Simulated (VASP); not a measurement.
# TlCClO2 (C2/m) in VASP: notebook

Runs on TlCClO2. Level: PBEsol. Tasks: single point.

All numbers are computed with VASP 6.6.1; they aren't measurements. Logs are shortened: lines on timing, memory, paths and dates and some standing lists are left out, and cuts for length are marked.

## 1. The cell of the first run

Symmetry: C2/m, No. 12, monoclinic system. Conventional cell: a = 5.977 Å, b = 5.907 Å, c = 9.479 Å, α = 90.00°, β = 95.23°, γ = 90.00°. C (site symmetry 2) has 2 O at 1.27 Å and 1 C at 1.57 Å within 1.7 Å. Within 4.0 Å of Cl (site symmetry m) lie 5 Tl at 3.06 to 3.23 Å and 4 O at 3.24 to 3.37 Å and 4 Cl at 3.68 to 3.79 Å and 2 C at 3.82 Å. O (site symmetry 1) has 1 C at 1.27 Å within 1.7 Å. Within 3.3 Å of Tl (site symmetry m) lie 4 O at 2.52 to 2.73 Å and 5 Cl at 3.06 to 3.23 Å.

## 2. Single point, PBEsol

Contents of INCAR:

```
SYSTEM = TlCClO2
PREC = Accurate
ENCUT = 520
EDIFF = 1E-6
ISMEAR = -1
SIGMA = 0.0184
LREAL = .FALSE.
LASPH = .TRUE.
NELM = 60
ALGO = Normal
ISIF = 2
LWAVE = .FALSE.
LCHARG = .TRUE.
GGA = PS
LELF = .TRUE.
LVHAR = .TRUE.
NBANDS = 47
```

Contents of KPOINTS:

```
Automatic mesh
0
G
  4 4 2
  0 0 0
```

Contents of POSCAR:

```
TlCClO2
1.0
    2.9887290000      2.9536660000      0.0000000000
    2.9887290000     -2.9536660000      0.0000000000
    0.8643680000      0.0000000000     -9.4393650000
C Cl O Tl
2 2 4 2
Direct
    0.6330000000      0.3670000000      0.5000000000
    0.3670000000      0.6330000000      0.5000000000
    0.2730000000      0.2730000000      0.8811000000
    0.7270000000      0.7270000000      0.1189000000
    0.7880000000      0.3280000000      0.6109000000
    0.6720000000      0.2120000000      0.3891000000
    0.2120000000      0.6720000000      0.3891000000
    0.3280000000      0.7880000000      0.6109000000
    0.7732000000      0.7732000000      0.7770000000
    0.2268000000      0.2268000000      0.2230000000
```

Potentials or basis: VASP PAW PBE potentials, release 64 (C, Cl, O, Tl_d).

On the command line:

```bash
cat potpaw_PBE.64/C/POTCAR potpaw_PBE.64/Cl/POTCAR potpaw_PBE.64/O/POTCAR potpaw_PBE.64/Tl_d/POTCAR > POTCAR
mpirun -np 1 vasp_std > vasp.out
```

OUTCAR:

```text
SYSTEM = TlCClO2
   PREC = Accurate
   ENCUT = 520
   EDIFF = 1E-6
   ISMEAR = -1
   LREAL = .FALSE.
   LASPH = .TRUE.
   NELM = 60
   ISIF = 2
   GGA = PS

 ion  position               nearest neighbor table
   1  0.633  0.367  0.500-   5 1.27   6 1.27   2 1.57
   2  0.367  0.633  0.500-   7 1.27   8 1.27   1 1.57
   3  0.273  0.273  0.881-   9 3.06   9 3.11   9 3.11  10 3.23   9 3.23
   4  0.727  0.727  0.119-  10 3.06  10 3.11  10 3.11   9 3.23  10 3.23
   5  0.788  0.328  0.611-   1 1.27   9 2.52   9 2.73
   6  0.672  0.212  0.389-   1 1.27  10 2.52  10 2.73
   7  0.212  0.672  0.389-   2 1.27  10 2.52  10 2.73
   8  0.328  0.788  0.611-   2 1.27   9 2.52   9 2.73
   9  0.773  0.773  0.777-   5 2.52   8 2.52   8 2.73   5 2.73   3 3.06   3 3.11   3 3.11   4 3.23
                             3 3.23
  10  0.227  0.227  0.223-   6 2.52   7 2.52   7 2.73   6 2.73   4 3.06   4 3.11   4 3.11   3 3.23
                             4 3.23

  LATTYP: Found a base centered monoclinic cell.
 ALAT       =     5.9774580000
 B/A-ratio  =     0.9882682572
 C/A-ratio  =     1.5857673476
 COS(beta)  =    -0.0911890468

  Lattice vectors:

 A1 = (  -2.9887290000,  -2.9536660000,   0.0000000000)
 A2 = (  -2.9887290000,   2.9536660000,   0.0000000000)
 A3 = (   0.8643680000,   0.0000000000,  -9.4393650000)

Analysis of symmetry for initial positions (statically):
=====================================================================
 Subroutine PRICEL returns:
 Original cell was already a primitive cell.

 Routine SETGRP: Setting up the symmetry group for a
 base centered monoclinic supercell.

 Subroutine GETGRP returns: Found  4 space group operations
 (whereof  4 operations were pure point group operations)
 out of a pool of  4 trial point group operations.

The static configuration has the point symmetry C_2h.

Analysis of symmetry for dynamics (positions and initial velocities):
=====================================================================
 Subroutine PRICEL returns:
 Original cell was already a primitive cell.

 Routine SETGRP: Setting up the symmetry group for a
 base centered monoclinic supercell.

 Subroutine GETGRP returns: Found  4 space group operations
 (whereof  4 operations were pure point group operations)
 out of a pool of  4 trial point group operations.

The dynamic configuration has the point symmetry C_2h.

 Subroutine INISYM returns: Found  4 space group operations
 (whereof  4 operations are pure point group operations),
 and found     1 'primitive' translations

----------------------------------------------------------------------------------------

                                     Primitive cell

  volume of cell :     166.6559

  direct lattice vectors                    reciprocal lattice vectors
     2.988729000  2.953666000  0.000000000     0.167295195  0.169281158  0.015319316
     2.988729000 -2.953666000  0.000000000     0.167295195 -0.169281158  0.015319316
     0.864368000  0.000000000 -9.439365000     0.000000000  0.000000000 -0.105939330

  length of vectors
     4.201980947  4.201980947  9.478857718     0.238492084  0.238492084  0.105939330

  position of ions in fractional coordinates (direct lattice)
     0.633000000  0.367000000  0.500000000
     0.367000000  0.633000000  0.500000000
     0.273000000  0.273000000  0.881100000
     0.727000000  0.727000000  0.118900000
     0.788000000  0.328000000  0.610900000
     0.672000000  0.212000000  0.389100000
     0.212000000  0.672000000  0.389100000
     0.328000000  0.788000000  0.610900000
     0.773200000  0.773200000  0.777000000
     0.226800000  0.226800000  0.223000000

  ion indices of the primitive-cell ions
   primitive index   ion index
                 1           1
                 2           2
                 3           3
                 4           4
                 5           5
                 6           6
                 7           7
                 8           8
                 9           9
                10          10

----------------------------------------------------------------------------------------

 KPOINTS: Automatic mesh

Automatic generation of k-mesh.
 Grid dimensions read from file:
 generate k-points for:    4    4    2

 Generating k-lattice:

  Cartesian coordinates                     Fractional coordinates (reciprocal lattice)
     0.041823799  0.042320289  0.003829829     0.250000000  0.000000000  0.000000000
     0.041823799 -0.042320289  0.003829829     0.000000000  0.250000000  0.000000000
     0.000000000  0.000000000 -0.052969665     0.000000000  0.000000000  0.500000000

  Length of vectors
     0.059623021  0.059623021  0.052969665

  Shift w.r.t. Gamma in fractional coordinates (k-lattice)
     0.000000000  0.000000000  0.000000000

 Subroutine IBZKPT returns following result:
 ===========================================

 Found     14 irreducible k-points:

 Following reciprocal coordinates:
            Coordinates               Weight
  0.000000  0.000000  0.000000      1.000000
  0.250000 -0.000000  0.000000      4.000000
  0.500000 -0.000000  0.000000      2.000000
  0.250000  0.250000  0.000000      2.000000
  0.500000  0.250000 -0.000000      4.000000
 -0.250000  0.250000  0.000000      2.000000
  0.500000  0.500000  0.000000      1.000000
  0.000000  0.000000  0.500000      1.000000
  0.250000 -0.000000  0.500000      4.000000
  0.500000 -0.000000  0.500000      2.000000
  0.250000  0.250000  0.500000      2.000000
  0.500000  0.250000  0.500000      4.000000
 -0.250000  0.250000  0.500000      2.000000
  0.500000  0.500000  0.500000      1.000000
   k-points           NKPTS =     14   k-points in BZ     NKDIM =     14   number of bands    NBANDS=     47
   number of dos      NEDOS =    301   number of ions     NIONS =     10
   total plane-waves  NPLWV =  71680
   dimension x,y,z NGX =    32 NGY =   32 NGZ =   70
   dimension x,y,z NGXF=    64 NGYF=   64 NGZF=  140
   ions per type =               2   2   4   2
   NGX,Y,Z   is equivalent  to a cutoff of  12.66, 12.66, 12.28 a.u.
   NGXF,Y,Z  is equivalent  to a cutoff of  25.32, 25.32, 24.55 a.u.
 SYSTEM =  TlCClO2
   PREC   = accura    normal or accurate (medium, high low for compatibility)
   ISTART =      0    job   : 0-new  1-cont  2-samecut
   ICHARG =      2    charge: 1-file 2-atom 10-const
   ISPIN  =      1    spin polarized calculation?
   LNONCOLLINEAR =      F non collinear calculations
   LSORBIT =      F    spin-orbit coupling
   LASPH  =      T    aspherical Exc in radial PAW
   ENCUT  =  520.0 eV  38.22 Ry    6.18 a.u.   7.81  7.81 17.62*2*pi/ulx,y,z
   NELM   =     60;   NELMIN=  2; NELMDL= -5     # of ELM steps
   EDIFF  = 0.1E-05   stopping-criterion for ELM
   LREAL  =      F    real-space projection
   EDIFFG = 0.1E-04   stopping-criterion for IOM
   NSW    =      0    number of steps for IOM
   IBRION =     -1    ionic relax: 0-MD 1-quasi-New 2-CG
   NFREE  =      0    steps in history (QN), initial steepest desc. (CG)
   ISIF   =      2    stress and relaxation
   ISYM   =      2    0-nonsym 1-usesym 2-fastsym
   POTIM  = 0.5000    time-step for ionic-motion
   TEBEG  =    0.0;   TEEND  =   0.0 temperature during run
   PSTRESS=    0.0 pullay stress
   NELECT =      72.0000    total number of electrons
   NUPDOWN=      -1.0000    fix difference up-down
   EMIN   =  10.00;   EMAX   =-10.00  energy-range for DOS
   EFERMI =   0.00;   METHOD = LEGACY
   ISMEAR =    -1;   SIGMA  =   0.02  broadening in eV -4-tet -1-fermi 0-gaus
   EFERMI_NEDOS =   21; number of points for ismear=-14 and -15
   IALGO  =     38    algorithm
   IMIX   =      4    mixing-type and parameters
     AMIX     =   0.40;   BMIX     =  1.00
     AMIX_MAG =   1.60;   BMIX_MAG =  1.00
  volume/ion in A,a.u.               =      16.67       112.46
  Fermi-wavevector in a.u.,A,eV,Ry     =   1.237596  2.338717 20.839267  1.531643
  Thomas-Fermi vector in A             =   2.372156
   LORBIT       =      0    0 simple, 1 ext, 2 COOP (PROOUT), +10 PAW based schemes
   GGA     = PS    functional components
   LHFCALC =     F    Hartree Fock is set to
   AEXX    =    0.0000 exact exchange contribution
   IVDW    =     0    specifies the selected vdW correction
   LEPSILON=     F    determine dielectric tensor
   LRPA    =     F    only Hartree local field effects (RPA)
 non-spin polarized calculation
  energy-cutoff  :      520.00
  volume of cell :      166.66
 maximum number of plane-waves:      4514
   NGX = 15   NGY = 15   NGZ = 35

 number of electron      72.0000021 magnetization

 Free energy of the ion-electron system (eV)
  ---------------------------------------------------
  ext. energy  EPLUGINS =         0.00000000
  ---------------------------------------------------
  free energy    TOTEN  =       -57.76961716 eV

  energy without entropy =      -57.76460281  energy(sigma->0) =      -57.76710999

 E-fermi :   2.1742     XC(G=0):  -9.7230

 val. band max:        2.0984850969   @ k =   0.5000   0.5000   0.0000
 cond. band min:       2.1791584089   @ k =  -0.2500   0.2500   0.5000
 fundamental gap:      0.0806733120
 Fermi energy:         2.1741732582

 k-point     1 :       0.0000    0.0000    0.0000
  band No.  band energies     occupation
      1     -19.9802      2.00000
      2     -18.8196      2.00000
      3     -17.6350      2.00000
      4     -16.9359      2.00000
      5     -11.7897      2.00000
      6     -11.4338      2.00000
[... 39 lines left out ...]
     46      10.7331      0.00000
     47      11.2786      0.00000

 k-point     2 :       0.2500   -0.0000    0.0000
  band No.  band energies     occupation
      1     -19.8970      2.00000
      2     -18.9099      2.00000
      3     -17.6006      2.00000
      4     -16.9666      2.00000
      5     -11.6859      2.00000
      6     -11.4280      2.00000
[... 592 lines left out ...]
 k-point    14 :       0.5000    0.5000    0.5000
  band No.  band energies     occupation
      1     -19.6554      2.00000
      2     -19.1278      2.00000
      3     -17.5535      2.00000
      4     -17.0068      2.00000
      5     -11.4754      2.00000
      6     -11.4652      2.00000
[... 39 lines left out ...]
     46      11.3602      0.00000
     47      11.4365      0.00000

------------------------ aborting loop because EDIFF is reached ----------------------------------------

  FORCE on cell =-STRESS in cart. coord.  units (eV):
  Direction    XX          YY          ZZ          XY          YZ          ZX
  --------------------------------------------------------------------------------------
  -------------------------------------------------------------------------------------
  Total       -2.9078575     -3.3295834     -4.9424335      0.0000000      0.0000000      1.5830809
  in kB      -27.9552256    -32.0095658    -47.5149988      0.0000000      0.0000000     15.2192410
  external PRESSURE =     -35.8265968 kB  Pullay stress =       0.0000000 kB

 VOLUME and BASIS-vectors are now :
 -----------------------------------------------------------------------------
  energy-cutoff  :      520.00
  volume of cell :      166.66
      direct lattice vectors                 reciprocal lattice vectors
     2.988729000  2.953666000  0.000000000     0.167295195  0.169281158  0.015319316
     2.988729000 -2.953666000  0.000000000     0.167295195 -0.169281158  0.015319316
     0.864368000  0.000000000 -9.439365000     0.000000000  0.000000000 -0.105939330

 POSITION                                       TOTAL-FORCE (eV/Angst)
 -----------------------------------------------------------------------------------
      3.42091      0.78568     -4.71968         0.000000      0.430928     -0.000000
      3.42091     -0.78568     -4.71968         0.000000     -0.430928     -0.000000
      2.39344      0.00000     -8.31702        -0.150599     -0.000000     -0.045866
      4.44839      0.00000     -1.12234         0.150599     -0.000000      0.045866
      3.86346      1.35869     -5.76651        -0.257245     -0.183056      0.646559
      2.97836      1.35869     -3.67286         0.257245     -0.183056     -0.646559
      2.97836     -1.35869     -3.67286         0.257245      0.183056     -0.646559
      3.86346     -1.35869     -5.76651        -0.257245      0.183056      0.646559
      5.29338      0.00000     -7.33439         0.019445     -0.000000     -0.143714
      1.54844      0.00000     -2.10498        -0.019445     -0.000000      0.143714
 -----------------------------------------------------------------------------------
    total drift:                               -0.000000      0.000000     -0.000000

  FREE ENERGIE OF THE ION-ELECTRON SYSTEM (eV)
  ---------------------------------------------------
  free  energy   TOTEN  =       -57.7696171646 eV

  energy  without entropy=      -57.7646028067  energy(sigma->0) =      -57.76710999
```

Wall time 1.8 min (1 thread of Oxide Virtual Turin-like, shared host); peak memory 0.27 GiB.

What came out:

| Item | Value |
| --- | --- |
| Free energy | -57.7696 eV |
| Pressure | -3.6 GPa |
| Largest force | 0.720 eV/Å |
| Band gap on the k mesh | zero (band 36 reaches 2.51 eV, above the bottom of band 37 at 1.83 eV) |

Forces in eV/Å, atoms in the order of the input:
```
C    0.000  0.431  0.000
C    0.000 -0.431  0.000
Cl  -0.151  0.000 -0.046
Cl   0.151  0.000  0.046
O   -0.257 -0.183  0.647
O    0.257 -0.183 -0.647
O    0.257  0.183 -0.647
O   -0.257  0.183  0.647
Tl   0.019  0.000 -0.144
Tl  -0.019  0.000  0.144
```

Caveat: the k points lie up to 0.37 Å⁻¹ apart; the PAW data sets were made with another functional, which shifts forces and pressure a little; spin-orbit coupling is left out, which moves the levels of the heavy elements.

## 3. Single point, PBEsol

Contents of INCAR:

```
SYSTEM = TlCClO2
PREC = Accurate ; ENCUT = 520
EDIFF = 1E-6 ; ISMEAR = 1
SIGMA = 0.05 ; LREAL = .FALSE.
LASPH = .TRUE. ; NELM = 80
ALGO = Normal ; ISIF = 2
LWAVE = .FALSE. ; LCHARG = .FALSE.
GGA = PS ; NBANDS = 47
```

Contents of KPOINTS:

```
regular mesh
0
G
  4 4 2
  0 0 0
```

POSCAR is that of step 2.

Potentials or basis: VASP PAW PBE potentials, release 64 (C, Cl, O, Tl_d).

On the command line:

```bash
cat potpaw_PBE.64/C/POTCAR potpaw_PBE.64/Cl/POTCAR potpaw_PBE.64/O/POTCAR potpaw_PBE.64/Tl_d/POTCAR > POTCAR
mpirun -np 1 vasp_std > vasp.out
```

Wall time 2.1 min (1 thread of Oxide Virtual Turin-like, shared host); peak memory 0.27 GiB.

Results (log left out):

```
Free energy            : -57.7673 eV
Pressure               : -3.6 GPa
Largest force          : 0.719 eV/Å
Band gap on the k mesh : zero (band 36 reaches 2.51 eV, above the bottom of band 37 at 1.83 eV)
```

Forces in eV/Å, atoms in the order of the input:
```
C    0.000  0.424  0.000
C    0.000 -0.424  0.000
Cl  -0.151  0.000 -0.051
Cl   0.151  0.000  0.051
O   -0.257 -0.181  0.647
O    0.257 -0.181 -0.647
O    0.257  0.181 -0.647
O   -0.257  0.181  0.647
Tl   0.019  0.000 -0.141
Tl  -0.019  0.000  0.141
```

Stress tensor (GPa, compression positive):
```
-2.83  0.00  1.53
 0.00 -3.19  0.00
 1.53  0.00 -4.75
```

Levels at points of the mesh, in eV from the Fermi level:
```csv
k point,band 34,band 35,band 36,band 37,band 38,band 39
"(0.00, 0.00, 0.00)",-1.34,-1.25,-1.03,-0.19,2.49,5.21
"(0.50, 0.00, 0.00)",-1.32,-0.76,0.33,0.50,2.83,4.71
"(0.50, 0.50, 0.00)",-1.73,-0.82,-0.78,-0.08,3.25,5.87
"(0.00, 0.00, 0.50)",-1.12,-1.03,-0.98,-0.30,2.47,4.93
"(0.50, 0.00, 0.50)",-1.24,-0.84,0.33,0.54,2.81,4.75
"(0.50, 0.50, 0.50)",-1.13,-0.88,-0.40,-0.35,3.13,5.88
```

Caveat: the k points lie up to 0.37 Å⁻¹ apart; the PAW data sets were made with another functional, which shifts forces and pressure a little; spin-orbit coupling is left out, which moves the levels of the heavy elements.
